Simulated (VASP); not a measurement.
# ZnS (Pm-3m) in VASP: further runs, part 2 of 2

VASP 6.6.1. Earlier steps stand in the parts before.

## 4. Relaxation of cell and atoms, PBE

This run uses another cell than the first one, of 11.61 Å³/atom, 0.722 times its volume.

Contents of INCAR:

```
SYSTEM = ZnS
PREC = Accurate
ENCUT = 600
EDIFF = 1E-6
ISMEAR = -1
SIGMA = 0.02
LREAL = .FALSE.
LASPH = .TRUE.
NELM = 60
ALGO = Normal
ISIF = 3
LWAVE = .FALSE.
LCHARG = .FALSE.
GGA = PE
IBRION = 2
NSW = 80
EDIFFG = -0.005
```

Contents of KPOINTS:

```
Automatic mesh
0
G
  8 8 8
  0 0 0
```

Contents of POSCAR:

```
ZnS
1.0
    2.8527096194      0.0000000000      0.0000000000
    0.0000000000      2.8527096194      0.0000000000
    0.0000000000      0.0000000000      2.8527096194
Zn S
1 1
Direct
    0.0000000000      0.0000000000      0.0000000000
    0.5000000000      0.5000000000      0.5000000000
```

Potentials or basis: VASP PAW PBE potentials, release 64 (Zn, S).

Run with:

```console
$ cat potpaw_PBE.64/Zn/POTCAR potpaw_PBE.64/S/POTCAR > POTCAR
$ mpirun -np 1 vasp_std > vasp.out
```

OUTCAR:

```text
SYSTEM = ZnS
   PREC = Accurate
   ENCUT = 600
   EDIFF = 1E-6
   ISMEAR = -1
   LREAL = .FALSE.
   LASPH = .TRUE.
   NELM = 60
   ISIF = 3
   GGA = PE
   IBRION = 2
   NSW = 80
   EDIFFG = -0.005

 ion  position               nearest neighbor table
   1  0.000  0.000  0.000-   2 2.47   2 2.47   2 2.47   2 2.47   2 2.47   2 2.47   2 2.47   2 2.47

   2  0.500  0.500  0.500-   1 2.47   1 2.47   1 2.47   1 2.47   1 2.47   1 2.47   1 2.47   1 2.47

  LATTYP: Found a simple cubic cell.
 ALAT       =     2.8527096194

  Lattice vectors:

 A1 = (   2.8527096194,   0.0000000000,   0.0000000000)
 A2 = (   0.0000000000,   2.8527096194,   0.0000000000)
 A3 = (   0.0000000000,   0.0000000000,   2.8527096194)

Analysis of symmetry for initial positions (statically):
=====================================================================
 Subroutine PRICEL returns:
 Original cell was already a primitive cell.

 Routine SETGRP: Setting up the symmetry group for a
 simple cubic supercell.

 Subroutine GETGRP returns: Found 48 space group operations
 (whereof 48 operations were pure point group operations)
 out of a pool of 48 trial point group operations.

The static configuration has the point symmetry O_h .

Analysis of symmetry for dynamics (positions and initial velocities):
=====================================================================
 Subroutine PRICEL returns:
 Original cell was already a primitive cell.

 Routine SETGRP: Setting up the symmetry group for a
 simple cubic supercell.

[... 150 lines left out ...]
  ---------------------------------------------------
  free energy    TOTEN  =        -3.75254396 eV

  energy without entropy =       -3.75113668  energy(sigma->0) =       -3.75184032

 E-fermi :   8.7549     XC(G=0): -12.8101

 val. band max:        8.7280803697   @ k =   0.3750   0.3750   0.1250
 cond. band min:       8.7874657695   @ k =   0.3750   0.0000   0.0000
 fundamental gap:      0.0593853998
 Fermi energy:         8.7548540308

 k-point     1 :       0.0000    0.0000    0.0000
  band No.  band energies     occupation
      1      -8.9544      2.00000
      2       0.5574      2.00000
      3       0.5574      2.00000
      4       1.4226      2.00000
      5       1.4226      2.00000
      6       1.4226      2.00000
      7       6.8297      2.00000
      8       6.8297      2.00000
      9       6.8297      2.00000
     10      10.5668      0.00000
     11      14.1845      0.00000
     12      14.1845      0.00000
     13      24.8237      0.00000
[... 511 lines left out ...]
--------------------------------------- Ionic step        5  -------------------------------------------

 number of electron      18.0000041 magnetization

 Free energy of the ion-electron system (eV)
  ---------------------------------------------------
  ext. energy  EPLUGINS =         0.00000000
  ---------------------------------------------------
  free energy    TOTEN  =        -4.92581858 eV

  energy without entropy =       -4.92400008  energy(sigma->0) =       -4.92490933

 E-fermi :   4.6829     XC(G=0): -11.0358

 val. band max:        4.6287819454   @ k =   0.5000   0.3750   0.2500
 cond. band min:       4.6986689014   @ k =   0.3750   0.3750   0.0000
 fundamental gap:      0.0698869560
 Fermi energy:         4.6828882456

 k-point     1 :       0.0000    0.0000    0.0000
  band No.  band energies     occupation
      1      -9.7671      2.00000
      2      -2.4176      2.00000
      3      -2.4176      2.00000
      4      -2.0271      2.00000
      5      -2.0271      2.00000
      6      -2.0271      2.00000
      7       3.3798      2.00000
      8       3.3798      2.00000
      9       3.3798      2.00000
     10       4.0806      2.00000
     11      10.8216      0.00000
     12      10.8216      0.00000
     13      16.7834      0.00000
[... 397 lines left out ...]
  FREE ENERGIE OF THE ION-ELECTRON SYSTEM (eV)
  ---------------------------------------------------
  free  energy   TOTEN  =        -4.9258185802 eV

  energy  without entropy=       -4.9240000832  energy(sigma->0) =       -4.92490933

 reached required accuracy - stopping structural energy minimisation
```

OSZICAR:

```text
N       E                     dE             d eps       ncg     rms          rms(c)
DAV:   1     0.942731363142E+02    0.94273E+02   -0.10555E+04   918   0.220E+03
DAV:   2     0.114846237912E+01   -0.93125E+02   -0.88281E+02   950   0.322E+02
DAV:   3    -0.413662469995E+01   -0.52851E+01   -0.51207E+01  1070   0.727E+01
DAV:   4    -0.419504930413E+01   -0.58425E-01   -0.58398E-01  1025   0.752E+00
[... 45 lines left out ...]
DAV:   2    -0.492585551997E+01    0.28541E-03   -0.90274E-04  1075   0.819E-01    0.478E-02
DAV:   3    -0.492582595468E+01    0.29565E-04   -0.38129E-05   960   0.558E-02    0.207E-02
DAV:   4    -0.492582044665E+01    0.55080E-05   -0.15430E-06   626   0.364E-02    0.120E-02
DAV:   5    -0.492581860282E+01    0.18438E-05   -0.27388E-06   795   0.253E-02    0.259E-03
DAV:   6    -0.492581858018E+01    0.22634E-07   -0.58185E-07   471   0.865E-03
   5 F= -.49258186E+01 E0= -.49249093E+01  d E =-.132473E-04
```

It took 21 s on 1 thread of Intel Xeon 6975P-C, shared host; peak memory 0.15 GiB.

What came out:

| Property | Result |
| --- | --- |
| Free energy | -4.9258 eV |
| Relaxed volume | 16.30 Å³/atom |
| Relaxed cell | a = 3.194 Å, b = 3.194 Å, c = 3.194 Å, α = 90.00°, β = 90.00°, γ = 90.00° |
| Space group after relaxing (to 0.05 Å) | Pm-3m (No. 221) |
| Energy gained by relaxing | 586.6 meV/atom |
| Ionic steps | 5 |
| Pressure after relaxing | 0.0 GPa |
| Band gap on the k mesh | zero (band 9 reaches 4.88 eV, above the bottom of band 10 at 3.74 eV) |

The path:
| step | energy change (eV) | largest force (eV/Å) | pressure (GPa) | volume (Å³) |
| --- | --- | --- | --- | --- |
| 1 | 0.0000 | 0.0000 | 54.24 | 23.22 |
| 2 | -0.9513 | 0.0000 | -9.27 | 39.08 |
| 3 | -1.1729 | 0.0000 | 0.47 | 32.39 |
| 4 | -1.1733 | 0.0000 | -0.10 | 32.64 |
| 5 | -1.1733 | 0.0000 | -0.01 | 32.59 |

Final structure:
```cif
data_structure
_symmetry_space_group_name_H-M 'P 1'
_symmetry_Int_Tables_number 1
_cell_length_a 3.1943
_cell_length_b 3.1943
_cell_length_c 3.1943
_cell_angle_alpha 90.000
_cell_angle_beta 90.000
_cell_angle_gamma 90.000
_cell_volume 32.59
loop_
_atom_site_label
_atom_site_type_symbol
_atom_site_fract_x
_atom_site_fract_y
_atom_site_fract_z
_atom_site_occupancy
Zn1 Zn 0.00000 0.00000 0.00000 1
S1 S 0.50000 0.50000 0.50000 1
```

Caveat: the volume moved by over 15 % at a fixed basis, so the end points are rough.

## 5. Relaxation of cell and atoms, r2SCAN

This run uses another cell than the first one, of 16.29 Å³/atom, 1.014 times its volume.

Contents of POSCAR:

```
ZnS
1.0
    3.1937006517      0.0000000000      0.0000000000
    0.0000000000      3.1937006517      0.0000000000
    0.0000000000      0.0000000000      3.1937006517
Zn S
1 1
Direct
    0.0000000000      0.0000000000      0.0000000000
    0.5000000000      0.5000000000      0.5000000000
```

Contents of INCAR.step1:

```
SYSTEM = ZnS
PREC     = Accurate       ! precision mode
ENCUT    = 600            ! plane-wave cutoff, eV
ISMEAR   = -1             ! smearing method
SIGMA    = 0.02           ! smearing width, eV
LREAL    = .False.        ! projectors in reciprocal space
LASPH    = .True.         ! aspherical terms in the spheres
NELM     = 80             ! most SCF steps
GGA      = PE             ! functional
ALGO     = Normal         ! electronic algorithm
EDIFF    = 1E-4           ! SCF threshold, eV
LWAVE    = .True.         ! write WAVECAR
LCHARG   = .False.        ! write CHGCAR
```

Contents of INCAR.step2:

```
SYSTEM = ZnS
PREC     = Accurate       ! precision mode
ENCUT    = 600            ! plane-wave cutoff, eV
EDIFF    = 1E-7           ! SCF threshold, eV
ISMEAR   = -1             ! smearing method
SIGMA    = 0.02           ! smearing width, eV
LREAL    = .False.        ! projectors in reciprocal space
LASPH    = .True.         ! aspherical terms in the spheres
NELM     = 80             ! most SCF steps
ALGO     = Normal         ! electronic algorithm
ISIF     = 3              ! what is computed and relaxed
LWAVE    = .False.        ! write WAVECAR
LCHARG   = .False.        ! write CHGCAR
METAGGA  = R2SCAN         ! meta-GGA
LMIXTAU  = .True.       
IBRION   = 2              ! ionic algorithm
NSW      = 80             ! ionic steps
EDIFFG   = -0.005         ! ionic threshold
ISTART   = 1
```

Contents of KPOINTS:

```
regular mesh
0
Gamma
  8 8 8
  0 0 0
```

Run with:

```console
$ cat potpaw_PBE.64/Zn/POTCAR potpaw_PBE.64/S/POTCAR > POTCAR
$ cp INCAR.step1 INCAR
$ mpirun -np 1 vasp_std > vasp.out
$ cp INCAR.step2 INCAR
$ mpirun -np 1 vasp_std > vasp.out
```

It took 3.1 min on 1 thread of Intel Xeon 6975P-C, shared host; peak memory 0.18 GiB.

It converged, with:

| Quantity | Value |
| --- | --- |
| Free energy | -16.7104 eV |
| Relaxed volume | 16.07 Å³/atom |
| Relaxed cell | a = 3.179 Å, b = 3.179 Å, c = 3.179 Å, α = 90.00°, β = 90.00°, γ = 90.00° |
| Space group after relaxing (to 0.05 Å) | Pm-3m (No. 221) |
| Energy gained by relaxing | 0.9 meV/atom |
| Ionic steps | 4 |
| Pressure after relaxing | 0.0 GPa |
| Band gap on the k mesh | zero (band 9 reaches 4.98 eV, above the bottom of band 10 at 3.98 eV) |

The path:
| step | energy change (eV) | largest force (eV/Å) | pressure (GPa) | volume (Å³) |
| --- | --- | --- | --- | --- |
| 1 | 0.0000 | 0.0000 | -1.17 | 32.57 |
| 2 | -0.0018 | 0.0000 | 0.34 | 32.02 |
| 3 | -0.0019 | 0.0000 | 0.09 | 32.11 |
| 4 | -0.0019 | 0.0000 | -0.01 | 32.14 |

Final structure:
```xyz
2
Lattice="3.1795 0.0000 0.0000 0.0000 3.1795 0.0000 0.0000 0.0000 3.1795" Properties=species:S:1:pos:R:3 pbc="T T T"
Zn    0.0000    0.0000    0.0000
S     1.5897    1.5897    1.5897
```

Levels at points of the mesh, in eV from the Fermi level:
```csv
k point,band 6,band 7,band 8,band 9,band 10,band 11,band 12,band 13
"(0.00, 0.00, 0.00)",-7.31,-1.47,-1.47,-1.47,-0.17,6.46,6.46,12.94
"(0.50, 0.00, 0.00)",-7.29,-6.64,-0.03,-0.03,4.35,5.26,7.47,7.47
"(0.50, 0.50, 0.00)",-7.07,-5.58,-5.58,-1.68,0.33,9.03,9.03,9.68
"(0.50, 0.50, 0.50)",-7.17,-2.91,-2.91,-2.91,1.42,1.42,1.42,2.53
```

Caveat: the PAW data sets were made with another functional, which shifts forces and pressure a little.

## 6. Summary

| task | level | cell | cutoff (eV) | gap on the mesh (eV) | pressure (GPa) | relaxed volume (Å³/atom) |
| --- | --- | --- | --- | --- | --- | --- |
| single point | r2SCAN | a = 3.179 Å, 2 atoms | 520 | none | 0.0 | - |
| relaxation of cell and atoms | PBE | relaxed from a = 2.853 Å, 2 atoms | 600 | none | 0.0 | 16.30 |
| relaxation of cell and atoms | r2SCAN | relaxed from a = 3.194 Å, 2 atoms | 600 | none | 0.0 | 16.07 |

Alike in all rows: potentials or basis VASP PAW PBE potentials, release 64 (Zn, S); no spin polarisation; k mesh 8 × 8 × 8; smearing fermi-dirac 0.02 eV.

Caveats: the PAW data sets were made with another functional, which shifts forces and pressure a little (some runs); the volume moved by over 15 % at a fixed basis, so the end points are rough (some runs).

Absolute energies hang on the potentials; compare differences alone.
